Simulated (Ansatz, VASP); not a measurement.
**Ge4F in VASP and in Ansatz**

```
Ge F
1.0
     4.03036    0.00000    0.00000
     0.00000    4.03036    0.00000
     0.00000    0.00000   21.64166
Ge F
4 1
Direct
  0.00000 0.50000 0.18483
  0.00000 0.00000 0.25067
  0.50000 0.00000 0.31966
  0.50000 0.50000 0.38544
  0.62500 0.87500 0.53793
```

Alike in both runs: task single point; functional PBE; dispersion D3(BJ); k mesh 7 × 7 × 1; occupations gaussian, width 0.1 eV; no spin polarisation.

```csv
,VASP,Ansatz
version,VASP 6.6.1,Ansatz 0.2.0
potentials or method,"VASP PAW PBE potentials, release 64 (Ge_d, F), cutoff 520 eV","scalar-relativistic, plane waves, PAW"
valence electrons in the cell,63,63
```

```csv
,VASP,Ansatz,Ansatz less VASP
gap on the k mesh at the Fermi level (eV),none,none,-
rms of the force components (eV/Å),0.225,0.226,+0.0004
```

Atom by atom the forces differ by 0.002 eV/Å (rms over components). A gap of «none» marks a metal or a gap that the smearing closes.
